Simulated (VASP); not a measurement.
Write the native input for VASP 6.6.1 that does the following.

```
Task                   : single point
Functional             : LDA
Potentials or basis    : VASP PAW LDA potentials, release 64 (Os)
Cutoff                 : 520 eV
k mesh                 : 9 × 9 × 5
Occupations            : fermi-dirac, width 0.05 eV
Spin                   : no spin polarisation
Dipole correction      : no
Further INCAR settings : ALGO = Normal; EDIFF = 1e-07; NBANDS = 15
```

The structure of Os lies in POSCAR:

```
Os
1.0
    2.6755051945      0.0000000000      0.0000000000
   -1.3377525972      2.3170554664      0.0000000000
    0.0000000000      0.0000000000      4.2403634975
Os
2
Direct
    0.3333333333      0.6666666667      0.2500000000
    0.6666666667      0.3333333333      0.7500000000
```

One way to write it, as run:

INCAR

```
PREC     = Accurate       # precision mode
ENCUT    = 520            # plane-wave cutoff, eV
EDIFF    = 1E-7           # SCF threshold, eV
ISMEAR   = -1             # smearing method
SIGMA    = 0.05           # smearing width, eV
LREAL    = False          # projectors in reciprocal space
LASPH    = True           # aspherical terms in the spheres
NELM     = 60             # most SCF steps
ALGO     = Normal         # electronic algorithm
ISIF     = 2              # what is computed and relaxed
LWAVE    = False          # write WAVECAR
LCHARG   = True           # write CHGCAR
LELF     = True           # ELF
LVHAR    = True         
NBANDS   = 15             # bands
```

KPOINTS

```
Automatic mesh
0
Gamma
  9 9 5
```

Potentials or basis: VASP PAW LDA potentials, release 64 (Os).

Run with:

```bash
$ cat potpaw_LDA.64/Os/POTCAR > POTCAR
$ mpirun -np 1 vasp_std > vasp.out
```

Results of the run:

| Quantity | Value |
| --- | --- |
| Pressure | 21.6 GPa |
| Band gap on the k mesh | zero (band 8 reaches 12.62 eV, above the bottom of band 9 at 8.38 eV) |

Caveat: spin-orbit coupling is left out, which moves the levels of the heavy elements.

Wall time 22 s on 1 thread of AMD EPYC 7R13, with other jobs on the host, peak memory 0.1 GiB.
